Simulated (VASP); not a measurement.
Wanted: the native input for a VASP 6.6.1 run.

```
Task                   : single point
Functional             : PBEsol
Potentials or basis    : VASP PAW PBE potentials, release 64 (Nb_sv, H)
Cutoff                 : 520 eV
k mesh                 : 18 × 18 × 18
Occupations            : gaussian, width 0.15 eV
Spin                   : no spin polarisation
Dipole correction      : no
Further INCAR settings : ALGO = Normal; EDIFF = 1e-07; NBANDS = 14
```

The structure of NbH2 lies in POSCAR:

```
NbH2
1.0
    0.0000000000      2.2815000000      2.2815000000
    2.2815000000      0.0000000000      2.2815000000
    2.2815000000      2.2815000000      0.0000000000
Nb H
1 2
Direct
    0.0000000000      0.0000000000      0.0000000000
    0.2226057418      0.2226057418      0.2773942582
    0.7226057418      0.7226057418      0.7773942582
```

This cell differs from its parent crystal: all H atoms moved +0.125 Å, as atom 2 towards its neighbour atom 3 (H) at 2.281 Å.

One way to write it, as run:

INCAR

```
SYSTEM = NbH2
  PREC = Accurate
  ENCUT = 520
  EDIFF = 1E-7
  ISMEAR = 0
  SIGMA = 0.15
  LREAL = .False.
  LASPH = .True.
  NELM = 60
  ALGO = Normal
  ISIF = 2
  LWAVE = .False.
  LCHARG = .False.
  GGA = PS
  NBANDS = 14
```

KPOINTS

```
Automatic mesh
0
Gamma
  18 18 18
  0 0 0
```

Potentials or basis: VASP PAW PBE potentials, release 64 (Nb_sv, H).

Launch:

```sh
$ cat potpaw_PBE.64/Nb_sv/POTCAR potpaw_PBE.64/H/POTCAR > POTCAR
$ mpirun -np 1 vasp_std > vasp.out
```

It gave:

The pressure is -4.7 GPa and the largest force is 1.047 eV/Å. The band gap on the k mesh is zero (an odd number of electrons rules out a gap without spin polarisation).

Caveat: the cell differs from its parent crystal (all H atoms moved +0.125 Å, as atom 2 towards its neighbour atom 3 (H) at 2.281 Å); the cell stands under tension; the PAW data sets were made with another functional, which shifts forces and pressure a little; an odd number of electrons without spin polarisation forces a metal; a magnetic or distorted state may lie lower.

Run time: 77 s on 1 thread of AMD EPYC 9R45 96-Core Processor (Zen 5) (shared host), peak memory 0.24 GiB.
